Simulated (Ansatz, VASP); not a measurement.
## Two plane-wave programs on BaO3

```
Ba O
1.0
     3.00651   -3.20990    0.00000
     3.00651    3.20990    0.00000
     0.00000    0.00000    4.55775
Ba O
1 3
Cartesian
  0.0000 0.0000 2.2789
  3.0065 0.0000 1.6223
  3.0065 0.0000 2.9354
  0.0000 0.0000 0.0000
```

Change from the starting cell: species swapped into the BeFe3 type (Cmmm, No. 65).

Alike in both runs: functional PBE; k mesh 4 × 4 × 4; occupations gaussian, width 0.1 eV; collinear spin.

Ansatz relaxed the structure, and its values are those at the end. VASP's run is a single point on that final structure, the one shown.

|  | VASP | Ansatz |
| --- | --- | --- |
| version | VASP 6.6.1 | Ansatz 0.2.0 |
| potentials or method | VASP PAW PBE potentials, release 64 (Ba_sv, O), cutoff 520 eV | scalar-relativistic, plane waves, PAW |
| valence electrons in the cell | 28 | 28 |

|  | VASP | Ansatz | Ansatz less VASP |
| --- | --- | --- | --- |
| gap on the k mesh at the Fermi level (eV) | none | none | - |
| pressure (GPa) | 2.2 | 0.1 | -2.10 |
| rms of the force components (eV/Å) | 0.253 | 0.007 | -0.2460 |
| net moment per atom (μB) | 0.37 | 0.38 | 0.000 |
| size of the moment on the site where the two differ most (μB) | 0.55 | 0.42 | -0.135 |

Site moments also hang on the region over which each program counts them. A gap of «none» marks a metal or a gap that the smearing closes.

Spin-orbit coupling is off throughout.
